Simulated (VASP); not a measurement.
Set up this calculation in VASP 6.6.1, as the native input.

| Property | Result |
| --- | --- |
| Task | single point |
| Functional | LDA |
| Potentials or basis | VASP PAW LDA potentials, release 64 (Sr_sv) |
| Cutoff | 520 eV |
| k mesh | 14 × 14 × 14 |
| Occupations | gaussian, width 0.15 eV |
| Spin | no spin polarisation |
| Dipole correction | no |
| Further INCAR settings | ALGO = Normal; EDIFF = 1e-06; NBANDS = 11 |

The structure of Sr lies in POSCAR:

```
Sr
1.0
   -2.4250000000      2.4250000000      2.4250000000
    2.4250000000     -2.4250000000      2.4250000000
    2.4250000000      2.4250000000     -2.4250000000
Sr
1
Direct
    0.0000000000      0.0000000000      0.0000000000
```

These files were run (other wordings do the same):

INCAR

```
ALGO = Normal
EDIFF = 1E-6
ENCUT = 520
ISIF = 2
ISMEAR = 0
LASPH = T
LCHARG = T
LELF = T
LREAL = F
LVHAR = T
LWAVE = F
NBANDS = 11
NELM = 100
PREC = Accurate
SIGMA = 0.15
```

KPOINTS

```
k-points
0
Gamma
  14 14 14
```

Potentials or basis: VASP PAW LDA potentials, release 64 (Sr_sv).

Launch:

```sh
$ cat potpaw_LDA.64/Sr_sv/POTCAR > POTCAR
$ mpirun -np 1 vasp_std > vasp.out
```

Results of the run:

```yaml
Pressure: -1.8 GPa
Band_gap_on_the_k_mesh: zero (band 5 reaches 1.55 eV, above the bottom of band 6 at 1.19 eV)
```

Wall time 31 s on 1 thread of Intel Xeon 8259CL, on a shared host, peak memory 0.2 GiB.
